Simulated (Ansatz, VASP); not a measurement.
# Ga2O3: VASP beside Ansatz

```
Ga O
1.0
     6.41425   -1.58801    0.01149
     6.41425    1.58801    0.01149
    -1.44481    0.00000    5.70769
Ga O
4 6
Direct
  0.08991 0.08991 0.79472
  0.91009 0.91009 0.20528
  0.65850 0.65850 0.31420
  0.34150 0.34150 0.68580
  0.16349 0.16349 0.10921
  0.83651 0.83651 0.89079
  0.17370 0.17370 0.56436
  0.82630 0.82630 0.43564
  0.49602 0.49602 0.25668
  0.50398 0.50398 0.74332
```

Change from the starting cell: strain +0.0300 x Voigt [1, 1, 0, 0, 0, 0], atoms carried along.

Alike in both runs: task single point; functional PBE; k mesh 10 × 10 × 6; occupations gaussian, width 0.05 eV; no spin polarisation.

|  | VASP | Ansatz |
| --- | --- | --- |
| version | VASP 6.6.1 | Ansatz 0.2.0 |
| potentials or method | VASP PAW PBE potentials, release 64 (Ga_d, O), cutoff 520 eV | scalar-relativistic, plane waves, PAW |
| valence electrons in the cell | 88 | 88 |

Ansatz gave:

```
gap on the k mesh at the Fermi level (eV)                     : 1.36
least direct gap on the mesh (eV)                             : 1.36
pressure (GPa)                                                : -9.3
traceless stress, the component that is largest in VASP (GPa) : 5.34
rms of the force components (eV/Å)                            : 0.189
```

Problem. What did VASP give for the same quantities?

Solution. gap on the k mesh at the Fermi level (eV): 1.34; least direct gap on the mesh (eV): 1.35; pressure (GPa): -8.7; traceless stress, the component that is largest in VASP (GPa): 5.29; rms of the force components (eV/Å): 0.184.

Atom by atom the forces differ by 0.008 eV/Å (rms over components).
